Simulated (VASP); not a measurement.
The system is BaTe.

```
Ba Te
1.0
     4.32807    0.00000    0.00000
     0.00000    4.32807    0.00000
     0.00000    0.00000    4.32807
Ba Te
1 1
Direct
  0.00000 0.00000 0.00000
  0.50000 0.50000 0.50000
```

This cell differs from its parent crystal: volume changed by +6%.

Base run:

| Property | Result |
| --- | --- |
| Program | VASP 6.6.1 |
| Functional | r2SCAN |
| Potentials or basis | VASP PAW PBE potentials, release 64 (Ba_sv, Te) |
| Cutoff | 520 eV |
| k mesh | 6 × 6 × 6 |
| Occupations | gaussian, width 0.01 eV |
| Spin | no spin polarisation |

Its results: band gap on the k mesh 1.23 eV, indirect (least direct gap 1.43 eV); pressure -1.4 GPa.

Problem. The run is repeated on the same cell with these changes: functional from r2SCAN to PBE; further incar settings from ALGO = Normal; EDIFF = 1e-06; NBANDS = 15 to ALGO = Normal; EDIFF = 1e-07; NBANDS = 15. What comes out?

Solution. Band gap on the k mesh 0.88 eV, indirect (least direct gap 1.02 eV); pressure -1.3 GPa.

Caveats: spin-orbit coupling is left out, which moves the levels of the heavy elements; the PAW data sets were made with another functional, which shifts forces and pressure a little (some runs).

A k mesh can miss the band edges.
